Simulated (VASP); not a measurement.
# Au: relaxation of cell and atoms with PBEsol

The system is Au.

```
Au
1.0
     2.90000    0.00000    0.00000
    -1.45000    2.51147    0.00000
     0.00000    0.00000    4.88000
Au
2
Direct
  0.66667 0.33333 0.25000
  0.33333 0.66667 0.75000
```

- Program: VASP 6.6.1
- Task: relaxation of cell and atoms
- Functional: PBEsol
- Potentials or basis: VASP PAW PBE potentials, release 64 (Au)
- Cutoff: 600 eV
- k mesh: 11 × 11 × 6
- Occupations: fermi-dirac, width 0.05 eV
- Spin: no spin polarisation
- Target pressure: 5 GPa
- Dipole correction: no
- Further INCAR settings: ALGO = Fast; EDIFF = 1e-07; IBRION = 2; EDIFFG = -0.01; NSW = 60; ISIF = 3

```json
{
 "Relaxed volume": "16.55 Å³/atom",
 "Relaxed cell": "a = 2.844 Å, b = 2.844 Å, c = 4.726 Å, α = 90.00°, β = 90.00°, γ = 120.00°",
 "Space group after relaxing (to 0.05 Å)": "P6_3/mmc (No. 194)",
 "Energy change on relaxing (the enthalpy is what falls)": "-9.9 meV/atom",
 "Ionic steps": "10",
 "Pressure after relaxing": "5.0 GPa",
 "Band gap on the k mesh": "zero (band 11 reaches 13.55 eV, above the bottom of band 12 at 7.07 eV)"
}
```

Step by step:
```tsv
step	energy change (eV)	largest force (eV/Å)	pressure (GPa)	volume (Å³)
1	0.0000	0.0000	-6.59	35.54
2	0.4551	0.0000	39.45	29.33
3	-0.0213	0.0000	4.51	33.20
4	-0.0194	0.0000	4.93	33.14
5	-0.0179	0.0000	5.22	33.09
6	-0.0185	0.0000	5.25	33.08
7	-0.0184	0.0000	5.27	33.07
8	-0.0183	0.0000	5.27	33.06
9	-0.0224	0.0000	4.50	33.20
10	-0.0197	0.0000	5.01	33.11
```

Final structure:
```yaml
crystal:
  lattice:
    - [2.84420, 0.00000, 0.00000]
    - [-1.42210, 2.46315, 0.00000]
    - [0.00000, 0.00000, 4.72573]
  atoms:
    - { symbol: Au, position: [0.66667, 0.33333, 0.25000] }
    - { symbol: Au, position: [0.33333, 0.66667, 0.75000] }
```

Levels at points of the mesh, in eV from the Fermi level:
```csv
k point,band 9,band 10,band 11,band 12,band 13,band 14
"(0.00, 0.00, 0.00)",-3.69,-2.19,-2.19,-1.26,2.97,14.50
"(0.00, 0.00, 0.50)",-2.67,-2.67,-2.67,-2.67,11.06,11.06
```

Wall time 2.3 min on 1 thread of AMD EPYC 9R45 96-Core Processor (Zen 5), with other jobs on the host, peak memory 0.16 GiB.

Caveat: the cell is relaxed towards a set pressure, so the enthalpy falls and the energy may rise; the PAW data sets were made with another functional, which shifts forces and pressure a little; spin-orbit coupling is left out, which moves the levels of the heavy elements.
